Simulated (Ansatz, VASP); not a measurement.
**ZrB2 in VASP and in Ansatz**

```xyz
3
Lattice="3.1004 0.0000 0.0000 -1.5502 2.6850 0.0000 0.0000 0.0000 3.4481" Properties=species:S:1:pos:R:3 pbc="T T T"
Zr    0.0000    0.0000    0.0000
B     0.0000    1.7900    1.7241
B     1.5502    0.8950    1.7241
```

Change from the starting cell: volume scaled by 0.94, crystal datasets.

Alike in both runs: task electric field gradients; functional LDA; k mesh 13 × 13 × 10; occupations fermi-dirac, width 0.03 eV; no spin polarisation.

```csv
,VASP,Ansatz
version,VASP 6.6.1,Ansatz 0.2.0
potentials or method,"VASP PAW LDA potentials, release 64 (Zr_sv, B), cutoff 520 eV","all-electron PAW with datasets made for the crystal, scalar-relativistic"
```

|  | VASP | Ansatz | Ansatz less VASP |
| --- | --- | --- | --- |
| pressure (GPa) | 9.6 | 9.1 | -0.56 |
| traceless stress, the component that is largest in VASP (GPa) | 0.16 | 0.15 | -0.010 |
| size of Vzz on the site where it differs most (V/Å²) | 45.3 | 48.1 | +2.81 |

LDA's correlation is that of Perdew and Zunger in VASP and of Perdew and Wang (1992) in Ansatz. Ansatz ran all-electron here, and VASP with PAW potentials.
